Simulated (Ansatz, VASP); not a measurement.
## One calculation of H3CN, two programs

```
N C H
1.0
     7.66309    0.00000    0.00000
     0.00000    7.66309    0.00000
     0.00000    0.00000    7.66309
N C H
6 6 18
Cartesian
  2.7497 3.5194 8.8392
  3.2885 3.2993 7.9124
  5.1129 6.8731 5.6833
  4.5784 6.2878 4.9294
  5.5322 1.5774 2.2716
  5.9885 1.5110 3.2640
  1.3371 4.0907 4.9607
  -0.0380 4.1236 5.6185
  6.3024 4.6970 1.7745
  6.8295 6.1058 1.5539
  2.7485 7.3453 1.9763
  2.5229 7.5110 0.4799
  1.6237 3.0744 4.6838
  1.3635 4.6986 4.0542
  2.1060 4.4762 5.6339
  -0.2915 5.1306 5.9536
  -0.8178 3.7980 4.9261
  -0.0789 3.4676 6.4901
  6.0075 4.2314 0.8328
  7.0641 4.0631 2.2313
  5.4314 4.6937 2.4323
  7.1078 6.5733 2.5006
  7.7139 6.0994 0.9169
  6.0850 6.7432 1.0755
  2.8134 8.3138 2.4758
  1.9361 6.7902 2.4443
  3.6745 6.8074 2.1813
  2.4404 6.5441 -0.0198
  1.6061 8.0651 0.2730
  3.3471 8.0520 0.0141
```

Alike in both runs: functional r2SCAN; k mesh 1 × 1 × 1; occupations fermi-dirac, width 0.05 eV; no spin polarisation.

Ansatz relaxed the structure, and its values are those at the end. VASP's run is a single point on that final structure, the one shown.

|  | VASP | Ansatz |
| --- | --- | --- |
| version | VASP 6.6.1 | Ansatz 0.2.0 |
| potentials or method | VASP PAW PBE potentials, release 64 (N, C, H), cutoff 580 eV | scalar-relativistic, plane waves, PAW |
| valence electrons in the cell | 72 | 72 |

```tsv
	VASP	Ansatz	Ansatz less VASP
rms of the force components (eV/Å)	0.527	0.038	-0.4885
```

VASP's potentials were made for PBE, not for r2SCAN. One of these differences is far larger than is usual between the two programs; its cause wasn't traced.

Noted on VASP's run: the standard files for N, O and F lose accuracy on very short bonds.
